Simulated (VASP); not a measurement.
# TlCl (Pm-3m) in VASP: notebook

TlCl is run at these levels: PBE; tasks: electric field gradients.

All numbers are computed with VASP 6.6.1; they aren't measurements. Logs are shortened: lines on timing, memory, paths and dates and some standing lists are left out, and cuts for length are marked.

## 1. The cell of the first run

It takes space group Pm-3m (No. 221, cubic). The conventional cell has a = 3.769 Å, b = 3.769 Å, c = 3.769 Å, α = 90.00°, β = 90.00°, γ = 90.00°. Tl (site symmetry m-3m) has 8 Cl at 3.26 Å and 6 Tl at 3.77 Å within 4.3 Å. Cl (site symmetry m-3m) has 8 Tl at 3.26 Å and 6 Cl at 3.77 Å within 4.3 Å.

## 2. Electric field gradients, PBE (26.77 Å³/atom)

The input, INCAR:

```
ALGO = Normal ; EDIFF = 1E-8
ENCUT = 400 ; GGA = PE
GGA_COMPAT = False ; ISIF = 2
ISMEAR = -1 ; LASPH = True
LCHARG = False ; LEFG = True
LREAL = False ; LWAVE = False
NBANDS = 17 ; NELM = 120
PREC = Accurate ; SIGMA = 0.02
```

The input, KPOINTS:

```
k-points
0
Gamma
  8 8 8
```

The input, POSCAR:

```
TlCl
1.0
    3.7690043929      0.0000000000      0.0000000000
    0.0000000000      3.7690043929      0.0000000000
    0.0000000000      0.0000000000      3.7690043929
Tl Cl
1 1
Direct
    0.0000000000      0.0000000000      0.0000000000
    0.5000000000      0.5000000000      0.5000000000
```

Potentials or basis: VASP PAW PBE potentials, release 64 (Tl_d, Cl).

Launch:

```bash
cat potpaw_PBE.64/Tl_d/POTCAR potpaw_PBE.64/Cl/POTCAR > POTCAR
mpirun -np 1 vasp_std > vasp.out
```

OUTCAR:

```text
EDIFF = 1E-8
   ENCUT = 400
   GGA = PE
   ISIF = 2
   ISMEAR = -1
   LASPH = True
   LREAL = False
   NELM = 120
   PREC = Accurate

 ion  position               nearest neighbor table
   1  0.000  0.000  0.000-   2 3.26   2 3.26   2 3.26   2 3.26   2 3.26   2 3.26   2 3.26   2 3.26

   2  0.500  0.500  0.500-   1 3.26   1 3.26   1 3.26   1 3.26   1 3.26   1 3.26   1 3.26   1 3.26

  LATTYP: Found a simple cubic cell.
 ALAT       =     3.7690043929

  Lattice vectors:

 A1 = (   3.7690043929,   0.0000000000,   0.0000000000)
 A2 = (   0.0000000000,   3.7690043929,   0.0000000000)
 A3 = (   0.0000000000,   0.0000000000,   3.7690043929)

Analysis of symmetry for initial positions (statically):
=====================================================================
 Subroutine PRICEL returns:
 Original cell was already a primitive cell.

 Routine SETGRP: Setting up the symmetry group for a
 simple cubic supercell.

 Subroutine GETGRP returns: Found 48 space group operations
 (whereof 48 operations were pure point group operations)
 out of a pool of 48 trial point group operations.

The static configuration has the point symmetry O_h .

Analysis of symmetry for dynamics (positions and initial velocities):
=====================================================================
 Subroutine PRICEL returns:
 Original cell was already a primitive cell.

 Routine SETGRP: Setting up the symmetry group for a
 simple cubic supercell.

 Subroutine GETGRP returns: Found 48 space group operations
 (whereof 48 operations were pure point group operations)
 out of a pool of 48 trial point group operations.

The dynamic configuration has the point symmetry O_h .

 Subroutine INISYM returns: Found 48 space group operations
 (whereof 48 operations are pure point group operations),
 and found     1 'primitive' translations

----------------------------------------------------------------------------------------

                                     Primitive cell

  volume of cell :      53.5402

  direct lattice vectors                    reciprocal lattice vectors
     3.769004393  0.000000000  0.000000000     0.265322057  0.000000000  0.000000000
     0.000000000  3.769004393  0.000000000     0.000000000  0.265322057  0.000000000
     0.000000000  0.000000000  3.769004393     0.000000000  0.000000000  0.265322057

  length of vectors
     3.769004393  3.769004393  3.769004393     0.265322057  0.265322057  0.265322057

  position of ions in fractional coordinates (direct lattice)
     0.000000000  0.000000000  0.000000000
     0.500000000  0.500000000  0.500000000

  ion indices of the primitive-cell ions
   primitive index   ion index
                 1           1
                 2           2

----------------------------------------------------------------------------------------

 KPOINTS: k-points

Automatic generation of k-mesh.
 Grid dimensions read from file:
 generate k-points for:    8    8    8

 Generating k-lattice:

  Cartesian coordinates                     Fractional coordinates (reciprocal lattice)
     0.033165257  0.000000000  0.000000000     0.125000000  0.000000000  0.000000000
     0.000000000  0.033165257  0.000000000     0.000000000  0.125000000  0.000000000
     0.000000000  0.000000000  0.033165257     0.000000000  0.000000000  0.125000000

  Length of vectors
     0.033165257  0.033165257  0.033165257

  Shift w.r.t. Gamma in fractional coordinates (k-lattice)
     0.000000000  0.000000000  0.000000000

 Subroutine IBZKPT returns following result:
 ===========================================

 Found     35 irreducible k-points:

 Following reciprocal coordinates:
            Coordinates               Weight
  0.000000  0.000000  0.000000      1.000000
  0.125000  0.000000  0.000000      6.000000
  0.250000  0.000000  0.000000      6.000000
  0.375000  0.000000  0.000000      6.000000
  0.500000  0.000000  0.000000      3.000000
  0.125000  0.125000  0.000000     12.000000
[... 16 lines left out ...]
  0.375000  0.375000  0.125000     24.000000
  0.500000  0.375000  0.125000     24.000000
 [... further k-points ...]
   k-points           NKPTS =     35   k-points in BZ     NKDIM =     35   number of bands    NBANDS=     17
   number of dos      NEDOS =    301   number of ions     NIONS =      2
   total plane-waves  NPLWV =  21952
   dimension x,y,z NGX =    28 NGY =   28 NGZ =   28
   dimension x,y,z NGXF=    56 NGYF=   56 NGZF=   56
   ions per type =               1   1
   NGX,Y,Z   is equivalent  to a cutoff of  12.35, 12.35, 12.35 a.u.
   NGXF,Y,Z  is equivalent  to a cutoff of  24.70, 24.70, 24.70 a.u.
 SYSTEM =  unknown system
   PREC   = accura    normal or accurate (medium, high low for compatibility)
   ISTART =      0    job   : 0-new  1-cont  2-samecut
   ICHARG =      2    charge: 1-file 2-atom 10-const
   ISPIN  =      1    spin polarized calculation?
   LNONCOLLINEAR =      F non collinear calculations
   LSORBIT =      F    spin-orbit coupling
   LASPH  =      T    aspherical Exc in radial PAW
   ENCUT  =  400.0 eV  29.40 Ry    5.42 a.u.   6.15  6.15  6.15*2*pi/ulx,y,z
   NELM   =    120;   NELMIN=  2; NELMDL= -5     # of ELM steps
   EDIFF  = 0.1E-07   stopping-criterion for ELM
   LREAL  =      F    real-space projection
   EDIFFG = 0.1E-06   stopping-criterion for IOM
   NSW    =      0    number of steps for IOM
   IBRION =     -1    ionic relax: 0-MD 1-quasi-New 2-CG
   NFREE  =      0    steps in history (QN), initial steepest desc. (CG)
   ISIF   =      2    stress and relaxation
   ISYM   =      2    0-nonsym 1-usesym 2-fastsym
   POTIM  = 0.5000    time-step for ionic-motion
   TEBEG  =    0.0;   TEEND  =   0.0 temperature during run
   PSTRESS=    0.0 pullay stress
   NELECT =      20.0000    total number of electrons
   NUPDOWN=      -1.0000    fix difference up-down
   EMIN   =  10.00;   EMAX   =-10.00  energy-range for DOS
   EFERMI =   0.00;   METHOD = LEGACY
   ISMEAR =    -1;   SIGMA  =   0.02  broadening in eV -4-tet -1-fermi 0-gaus
   EFERMI_NEDOS =   21; number of points for ismear=-14 and -15
   IALGO  =     38    algorithm
   IMIX   =      4    mixing-type and parameters
     AMIX     =   0.40;   BMIX     =  1.00
     AMIX_MAG =   1.60;   BMIX_MAG =  1.00
  volume/ion in A,a.u.               =      26.77       180.65
  Fermi-wavevector in a.u.,A,eV,Ry     =   1.179030  2.228044 18.913618  1.390112
  Thomas-Fermi vector in A             =   2.315348
   LORBIT       =      0    0 simple, 1 ext, 2 COOP (PROOUT), +10 PAW based schemes
   GGA     = PE    functional components
   LHFCALC =     F    Hartree Fock is set to
   AEXX    =    0.0000 exact exchange contribution
   IVDW    =     0    specifies the selected vdW correction
   LEPSILON=     F    determine dielectric tensor
   LRPA    =     F    only Hartree local field effects (RPA)
 non-spin polarized calculation
  energy-cutoff  :      400.00
  volume of cell :       53.54
 maximum number of plane-waves:       992
 NGX is ok and might be reduce to    28
   NGX = 13   NGY = 13   NGZ = 13

 number of electron      20.0000008 magnetization

 Free energy of the ion-electron system (eV)
  ---------------------------------------------------
  ext. energy  EPLUGINS =         0.00000000
  ---------------------------------------------------
  free energy    TOTEN  =        -5.96814901 eV

  energy without entropy =       -5.96814901  energy(sigma->0) =       -5.96814901

 E-fermi :   3.7736     XC(G=0):  -9.3909

 val. band max:        3.3209618013   @ k =   0.5000   0.0000   0.0000
 cond. band min:       5.2663167502   @ k =   0.5000   0.0000   0.0000
 fundamental gap:      1.9453549490
 Fermi energy:         3.7735828715

 k-point     1 :       0.0000    0.0000    0.0000
  band No.  band energies     occupation
      1     -10.8036      2.00000
      2      -6.7422      2.00000
      3      -6.7422      2.00000
      4      -6.4588      2.00000
      5      -6.4588      2.00000
      6      -6.4588      2.00000
[... 9 lines left out ...]
     16      16.3825      0.00000
     17      17.5428      0.00000
[... 441 lines left out ...]
 k-point    24 :       0.5000    0.3750    0.1250
  band No.  band energies     occupation
      1     -10.3745      2.00000
      2      -6.6023      2.00000
      3      -6.5664      2.00000
      4      -6.5387      2.00000
      5      -6.5001      2.00000
      6      -6.4079      2.00000
[... 9 lines left out ...]
     16      14.9880      0.00000
     17      17.4673      0.00000

 [... further k-points ...]

------------------------ aborting loop because EDIFF is reached ----------------------------------------

  FORCE on cell =-STRESS in cart. coord.  units (eV):
  Direction    XX          YY          ZZ          XY          YZ          ZX
  --------------------------------------------------------------------------------------
  -------------------------------------------------------------------------------------
  Total        0.9475588      0.9475588      0.9475588     -0.0000000      0.0000000      0.0000000
  in kB       28.3554671     28.3554671     28.3554671     -0.0000000      0.0000000      0.0000000
  external PRESSURE =      28.3554671 kB  Pullay stress =       0.0000000 kB

 VOLUME and BASIS-vectors are now :
 -----------------------------------------------------------------------------
  energy-cutoff  :      400.00
  volume of cell :       53.54
      direct lattice vectors                 reciprocal lattice vectors
     3.769004393  0.000000000  0.000000000     0.265322057  0.000000000  0.000000000
     0.000000000  3.769004393  0.000000000     0.000000000  0.265322057  0.000000000
     0.000000000  0.000000000  3.769004393     0.000000000  0.000000000  0.265322057

 POSITION                                       TOTAL-FORCE (eV/Angst)
 -----------------------------------------------------------------------------------
      0.00000      0.00000      0.00000         0.000000      0.000000      0.000000
      1.88450      1.88450      1.88450         0.000000      0.000000      0.000000
 -----------------------------------------------------------------------------------
    total drift:                               -0.000000      0.000000      0.000000

  FREE ENERGIE OF THE ION-ELECTRON SYSTEM (eV)
  ---------------------------------------------------
  free  energy   TOTEN  =        -5.9681490064 eV

  energy  without entropy=       -5.9681490064  energy(sigma->0) =       -5.96814901

 Electric field gradients (V/A^2)
---------------------------------------------------------------------
 ion       V_xx      V_yy      V_zz      V_xy      V_xz      V_yz
---------------------------------------------------------------------
   1       0.000     0.000     0.000     0.000    -0.000    -0.000
   2      -0.000     0.000    -0.000    -0.000     0.000    -0.000
---------------------------------------------------------------------

 Electric field gradients after diagonalization (V/A^2)
 (convention: |V_zz| > |V_xx| > |V_yy|)
----------------------------------------------------------------------
 ion       V_xx      V_yy      V_zz     asymmetry (V_yy - V_xx)/ V_zz
----------------------------------------------------------------------
   1       0.000     0.000     0.000      -0.451
   2      -0.000    -0.000     0.000       0.217
----------------------------------------------------------------------

           NMR quadrupolar parameters

 Cq : quadrupolar parameter    Cq=e*Q*V_zz/h
 eta: asymmetry parameters     (V_yy - V_xx)/ V_zz
 Q  : nuclear electric quadrupole moment in mb (millibarn)
----------------------------------------------------------------------
 ion       Cq(MHz)       eta       Q (mb)
----------------------------------------------------------------------
   1       0.000      -0.451       1.000
   2       0.000       0.217       1.000
----------------------------------------------------------------------
```

It took 34 s on 1 thread of Intel Xeon 8259CL, shared host; peak memory 0.17 GiB.

Results:

| Item | Value |
| --- | --- |
| Free energy | -5.9681 eV |
| Pressure | 2.8 GPa |
| Band gap on the k mesh | 1.95 eV |
| Largest electric field gradient by atom | zero within the noise of the run |

Caveat: spin-orbit coupling is left out, which moves the levels of the heavy elements.

## 3. Electric field gradients, PBE (27.47 Å³/atom)

This run uses another cell than the first one, of 27.47 Å³/atom.

The input, INCAR:

```
PREC = Accurate
ENCUT = 400
EDIFF = 1E-8
ISMEAR = -1
SIGMA = 0.02
LREAL = F
LASPH = T
NELM = 120
ALGO = Normal
ISIF = 2
LWAVE = F
LCHARG = F
GGA = PE
LEFG = T
NBANDS = 17
GGA_COMPAT = F
```

The input, KPOINTS:

```
regular mesh
0
Gamma
  8 8 8
```

The input, POSCAR:

```
TlCl
1.0
    3.8017799893      0.0000000000      0.0000000000
    0.0000000000      3.8017799893      0.0000000000
    0.0000000000      0.0000000000      3.8017799893
Tl Cl
1 1
Direct
    0.0000000000      0.0000000000      0.0000000000
    0.5000000000      0.5000000000      0.5000000000
```

Potentials or basis: VASP PAW PBE potentials, release 64 (Tl_d, Cl).

Launch:

```bash
cat potpaw_PBE.64/Tl_d/POTCAR potpaw_PBE.64/Cl/POTCAR > POTCAR
mpirun -np 1 vasp_std > vasp.out
```

OUTCAR:

```text
PREC = Accurate
   ENCUT = 400
   EDIFF = 1E-8
   ISMEAR = -1
   LREAL = F
   LASPH = T
   NELM = 120
   ISIF = 2
   GGA = PE

 ion  position               nearest neighbor table
   1  0.000  0.000  0.000-   2 3.29   2 3.29   2 3.29   2 3.29   2 3.29   2 3.29   2 3.29   2 3.29

   2  0.500  0.500  0.500-   1 3.29   1 3.29   1 3.29   1 3.29   1 3.29   1 3.29   1 3.29   1 3.29

  LATTYP: Found a simple cubic cell.
 ALAT       =     3.8017799893

  Lattice vectors:

 A1 = (   3.8017799893,   0.0000000000,   0.0000000000)
 A2 = (   0.0000000000,   3.8017799893,   0.0000000000)
 A3 = (   0.0000000000,   0.0000000000,   3.8017799893)

Analysis of symmetry for initial positions (statically):
=====================================================================
 Subroutine PRICEL returns:
 Original cell was already a primitive cell.

 Routine SETGRP: Setting up the symmetry group for a
 simple cubic supercell.

 Subroutine GETGRP returns: Found 48 space group operations
 (whereof 48 operations were pure point group operations)
 out of a pool of 48 trial point group operations.

The static configuration has the point symmetry O_h .

Analysis of symmetry for dynamics (positions and initial velocities):
=====================================================================
 Subroutine PRICEL returns:
 Original cell was already a primitive cell.

 Routine SETGRP: Setting up the symmetry group for a
 simple cubic supercell.

 Subroutine GETGRP returns: Found 48 space group operations
 (whereof 48 operations were pure point group operations)
 out of a pool of 48 trial point group operations.

The dynamic configuration has the point symmetry O_h .

 Subroutine INISYM returns: Found 48 space group operations
[... 157 lines left out ...]
      4      -6.7220      2.00000
      5      -6.7220      2.00000
      6      -6.7220      2.00000
[... 457 lines left out ...]
      4      -6.7949      2.00000
      5      -6.7619      2.00000
      6      -6.6759      2.00000
[... 9 lines left out ...]
     16      14.6579      0.00000
     17      16.9969      0.00000

 [... further k-points ...]

------------------------ aborting loop because EDIFF is reached ----------------------------------------

  FORCE on cell =-STRESS in cart. coord.  units (eV):
  Direction    XX          YY          ZZ          XY          YZ          ZX
  --------------------------------------------------------------------------------------
  -------------------------------------------------------------------------------------
  Total        0.6695508      0.6695508      0.6695508     -0.0000000      0.0000000     -0.0000000
  in kB       19.5223982     19.5223982     19.5223982     -0.0000000      0.0000000     -0.0000000
  external PRESSURE =      19.5223982 kB  Pullay stress =       0.0000000 kB

 VOLUME and BASIS-vectors are now :
 -----------------------------------------------------------------------------
  energy-cutoff  :      400.00
  volume of cell :       54.95
      direct lattice vectors                 reciprocal lattice vectors
     3.801779989  0.000000000  0.000000000     0.263034684  0.000000000  0.000000000
     0.000000000  3.801779989  0.000000000     0.000000000  0.263034684  0.000000000
     0.000000000  0.000000000  3.801779989     0.000000000  0.000000000  0.263034684

 POSITION                                       TOTAL-FORCE (eV/Angst)
 -----------------------------------------------------------------------------------
      0.00000      0.00000      0.00000         0.000000      0.000000      0.000000
      1.90089      1.90089      1.90089         0.000000      0.000000      0.000000
 -----------------------------------------------------------------------------------
    total drift:                               -0.000000      0.000000      0.000000

  FREE ENERGIE OF THE ION-ELECTRON SYSTEM (eV)
  ---------------------------------------------------
  free  energy   TOTEN  =        -5.9900247502 eV

  energy  without entropy=       -5.9900247502  energy(sigma->0) =       -5.99002475

 Electric field gradients (V/A^2)
---------------------------------------------------------------------
 ion       V_xx      V_yy      V_zz      V_xy      V_xz      V_yz
---------------------------------------------------------------------
   1      -0.000    -0.000     0.000     0.000    -0.000    -0.000
   2      -0.000    -0.000     0.000    -0.000    -0.000     0.000
---------------------------------------------------------------------

 Electric field gradients after diagonalization (V/A^2)
 (convention: |V_zz| > |V_xx| > |V_yy|)
----------------------------------------------------------------------
 ion       V_xx      V_yy      V_zz     asymmetry (V_yy - V_xx)/ V_zz
----------------------------------------------------------------------
   1      -0.000    -0.000     0.000       0.189
   2      -0.000    -0.000     0.000       0.045
----------------------------------------------------------------------

           NMR quadrupolar parameters

 Cq : quadrupolar parameter    Cq=e*Q*V_zz/h
 eta: asymmetry parameters     (V_yy - V_xx)/ V_zz
 Q  : nuclear electric quadrupole moment in mb (millibarn)
----------------------------------------------------------------------
 ion       Cq(MHz)       eta       Q (mb)
----------------------------------------------------------------------
   1       0.000       0.189       1.000
   2       0.000       0.045       1.000
----------------------------------------------------------------------
```

stdout:

```text
POSCAR found type information on POSCAR TlCl
 POSCAR found :  2 types and       2 ions
 scaLAPACK will be used
 LDA part: xc-table for (Slater+PW92), standard interpolation
 POSCAR, INCAR and KPOINTS ok, starting setup
 FFT: planning ... GRIDC
 FFT: planning ... GRID_SOFT
 FFT: planning ... GRID
 WAVECAR not read
 entering main loop
ion   1

ion   2
```

Wall time 32 s (1 thread of Intel Xeon 8259CL, shared host); peak memory 0.17 GiB.

Results:

```
Free energy                             : -5.9900 eV
Pressure                                : 2.0 GPa
Band gap on the k mesh                  : 2.02 eV
Largest electric field gradient by atom : zero within the noise of the run
```

Caveat: spin-orbit coupling is left out, which moves the levels of the heavy elements.

(Part 1 of 2 ends here.)
